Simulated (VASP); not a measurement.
A run of VASP 6.6.1:

File INCAR:

```
PREC = Accurate
ENCUT = 520
EDIFF = 1E-6
ISMEAR = -1
SIGMA = 0.05
LREAL = False
LASPH = True
NELM = 80
ALGO = Normal
ISIF = 2
LWAVE = False
LCHARG = False
GGA = PE
NBANDS = 13
```

Contents of KPOINTS:

```
Automatic mesh
0
Gamma
  14 14 14
```

The input POSCAR:

```
W
1.0
    0.0000000000      2.0706000000      2.0300000000
    2.0706000000      0.0000000000      2.0300000000
    2.0706000000      2.0706000000      0.0000000000
W
1
Direct
    0.0000000000      0.0000000000      0.0000000000
```

Potentials or basis: VASP PAW PBE potentials, release 64 (W_sv).

Command:

```bash
$ cat potpaw_PBE.64/W_sv/POTCAR > POTCAR
$ mpirun -np 1 vasp_std > vasp.out
```

Hardware: 1 thread of Intel(R) Xeon(R) 6975P-C (Granite Rapids), on a shared host.

How long does it take, and how much memory?

Wall time 14 s on 1 thread of Intel(R) Xeon(R) 6975P-C (Granite Rapids) (shared host), peak memory 0.18 GiB. Counts: scf iterations 11, k points 244.
